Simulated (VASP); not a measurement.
A run of VASP 6.6.1 is set up as follows.

The input INCAR:

```
ALGO = Normal
EDIFF = 1E-6
ENCUT = 520
GGA = PS
ISIF = 2
ISMEAR = -1
LASPH = True
LCHARG = False
LREAL = False
LWAVE = False
NBANDS = 26
NELM = 100
PREC = Accurate
SIGMA = 0.02
```

KPOINTS

```
k-points
0
Gamma
  6 6 4
```

Contents of POSCAR:

```
HgTe
1.0
    4.8278774799      0.0000000000      0.0000000000
   -2.4139387400      4.1810645439      0.0000000000
    0.0000000000      0.0000000000      6.7047190413
Hg Te
2 2
Direct
    0.3333333333      0.6666666667      0.2500000000
    0.6666666667      0.3333333333      0.7500000000
    0.6666666667      0.3333333333      0.2500000000
    0.3333333333      0.6666666667      0.7500000000
```

Potentials or basis: VASP PAW PBE potentials, release 64 (Hg, Te).

Launch:

```console
$ cat potpaw_PBE.64/Hg/POTCAR potpaw_PBE.64/Te/POTCAR > POTCAR
$ mpirun -np 1 vasp_std > vasp.out
```

Q: Estimate the band gap on the k mesh.

A: Zero (bands 18 and 19 overlap by 0.27 eV).

Q: Predict the pressure.

A: 0.1 GPa.

Stress tensor (GPa, compression positive):
```
0.15 0.00 0.00
0.00 0.15 0.00
0.00 0.00 0.04
```

Caveat: semilocal functionals underestimate gaps, so a narrow gap can read as zero; the PAW data sets were made with another functional, which shifts forces and pressure a little; spin-orbit coupling is left out, which moves the levels of the heavy elements.
